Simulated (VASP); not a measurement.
A run of VASP 6.6.1 is set up as follows.

The input INCAR:

```
SYSTEM = WCl3F2
PREC = Accurate
ENCUT = 520
EDIFF = 1E-6
ISMEAR = 0
SIGMA = 0.15
LREAL = .False.
LASPH = .True.
NELM = 100
ALGO = Normal
ISIF = 2
LWAVE = .False.
LCHARG = .True.
GGA = PE
LELF = .True.
LVHAR = .True.
NBANDS = 61
```

File KPOINTS:

```
regular mesh
0
Gamma
  2 2 2
  0 0 0
```

File POSCAR:

```
WCl3F2
1.0
    6.0000940891      0.1109633004     -0.0912025155
   -1.8804597785      6.9422338994     -0.0146482323
   -1.1485267200     -2.2849334539      7.7285823019
W Cl F
2 6 4
Direct
    0.0784179984      0.1715747270      0.1690642802
    0.9215820016      0.8284252730      0.8309357198
   -0.0181563960      0.2276554023      0.4332408370
    0.3418510337      0.4857764020      0.2681483258
    0.2189304682      0.1534486013      0.9008503997
    0.0181563960      0.7723445977      0.5667591630
    0.6581489663      0.5142235980      0.7318516742
    0.7810695318      0.8465513987      0.0991496003
    0.8399959262      0.2569640425      0.0644073956
    0.2973826928      0.0436068063      0.2318111552
    0.1600040738      0.7430359575      0.9355926044
    0.7026173072      0.9563931937      0.7681888448
```

Potentials or basis: VASP PAW PBE potentials, release 64 (W_sv, Cl, F).

The run is started by

```bash
$ cat potpaw_PBE.64/W_sv/POTCAR potpaw_PBE.64/Cl/POTCAR potpaw_PBE.64/F/POTCAR > POTCAR
$ mpirun -np 1 vasp_std > vasp.out
```

Problem. Estimate the band gap on the k mesh.

Solution. 1.30 eV (least direct gap 1.32 eV).

Problem. What does it give for the largest force?

Solution. 0.424 eV/Å.

Problem. Predict the pressure.

Solution. 0.8 GPa.

Forces in eV/Å, atoms in the order of the input:
```
W    0.002  0.046  0.035
W   -0.002 -0.046 -0.035
Cl  -0.048  0.011  0.052
Cl   0.035  0.028  0.010
Cl   0.035  0.017  0.016
Cl   0.048 -0.011 -0.052
Cl  -0.035 -0.028 -0.010
Cl  -0.035 -0.017 -0.016
F   -0.352  0.172 -0.161
F    0.357 -0.202  0.088
F    0.352 -0.172  0.161
F   -0.357  0.202 -0.088
```

Caveat: the k points lie up to 0.55 Å⁻¹ apart; spin-orbit coupling is left out, which moves the levels of the heavy elements. A k mesh can miss the band edges.
